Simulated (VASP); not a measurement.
The system is SiO2.

```
CELL_PARAMETERS angstrom
-2.51337 2.51337 3.68939
2.51337 -2.51337 3.68939
2.51337 2.51337 -3.68939
ATOMIC_POSITIONS crystal
Si 0.00000 0.00000 0.00000
Si 0.75000 0.25000 0.50000
O 0.96701 0.62500 0.84201
O 0.37500 0.21701 0.34201
O 0.78299 0.12500 0.15799
O 0.87500 0.03299 0.65799
```

| Item | Value |
| --- | --- |
| Program | VASP 6.6.1 |
| Task | relaxation of cell and atoms |
| Functional | LDA |
| Potentials or basis | VASP PAW LDA potentials, release 64 (Si, O) |
| Cutoff | 600 eV |
| k mesh | 6 × 6 × 6 |
| Occupations | fermi-dirac, width 0.02 eV |
| Spin | no spin polarisation |

At the start: pressure -5.4 GPa; volume 15.54 Å³/atom.

**Question.** How do energy, volume and symmetry change on relaxing?

**Answer.** Over 17 steps the energy falls by 9.5 meV/atom and the volume is 14.71 Å³/atom (-5.3 %); space group I-42d (No. 122, to 0.05 Å).

Step by step:
```csv
step,energy change (eV),largest force (eV/Å),pressure (GPa),volume (Å³)
1,0.0000,0.3277,-5.35,93.22
2,0.0598,0.5785,8.77,86.40
3,-0.0541,0.0223,-0.11,90.36
4,-0.0541,0.0301,-0.01,90.30
5,-0.0542,0.0289,0.00,90.25
6,-0.0546,0.0266,0.00,90.10
7,-0.0553,0.0215,0.00,89.80
8,-0.0561,0.0102,0.00,89.21
9,-0.0553,0.0253,-0.13,88.03
10,-0.0562,0.0029,-0.06,88.84
11,-0.0564,0.0084,0.13,88.65
12,-0.0565,0.0203,0.31,88.41
13,-0.0567,0.0159,0.25,88.39
14,-0.0569,0.0040,0.08,88.34
15,-0.0568,0.0214,-0.28,88.22
16,-0.0570,0.0053,-0.06,88.30
17,-0.0570,0.0032,-0.03,88.27
```

Final structure:
```cif
data_structure
_symmetry_space_group_name_H-M 'P 1'
_symmetry_Int_Tables_number 1
_cell_length_a 5.0389
_cell_length_b 5.0389
_cell_length_c 5.0389
_cell_angle_alpha 121.535
_cell_angle_beta 121.535
_cell_angle_gamma 87.362
_cell_volume 88.27
loop_
_atom_site_label
_atom_site_type_symbol
_atom_site_fract_x
_atom_site_fract_y
_atom_site_fract_z
_atom_site_occupancy
Si1 Si 0.00000 0.00000 0.00000 1
Si2 Si 0.75000 0.25000 0.50000 1
O1 O 0.97550 0.62500 0.85050 1
O2 O 0.37500 0.22550 0.35050 1
O3 O 0.77450 0.12500 0.14950 1
O4 O 0.87500 0.02450 0.64950 1
```
